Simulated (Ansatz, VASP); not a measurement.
**Two plane-wave programs on Zn2SnO3**

```xyz
6
Lattice="2.9878 0.0000 0.0000 0.0000 2.9878 0.0000 0.0000 0.0000 9.0461" Properties=species:S:1:pos:R:3 pbc="T T T"
Zn    1.4939    1.4939    2.9384
Zn    1.4939    1.4939    6.1077
Sn    1.4939    1.4939    0.0000
O     0.0000    0.0000    7.5903
O     0.0000    0.0000    1.4558
O     0.0000    0.0000    4.5230
```

Change from the starting cell: species swapped into the Li3Tl2Cd type (P4/mmm, No. 123).

Alike in both runs: task relaxation of cell and atoms; functional PBE; k mesh 6 × 6 × 2; occupations gaussian, width 0.1 eV; no spin polarisation.

|  | VASP | Ansatz |
| --- | --- | --- |
| version | VASP 6.6.1 | Ansatz 0.2.0 |
| potentials or method | VASP PAW PBE potentials, release 64 (Zn, Sn_d, O), cutoff 600 eV | scalar-relativistic, plane waves, PAW |
| valence electrons in the cell | 56 | 56 |

```csv
,VASP,Ansatz,Ansatz less VASP
"gap on the k mesh at the Fermi level, each at its own relaxed structure (eV)",none,none,-
relaxed volume (Å³/atom),11.59,11.58,-0.013
relaxed cell length with the largest relative difference (Å),2.827,2.826,-0.0011
```

A gap of «none» marks a metal or a gap that the smearing closes.
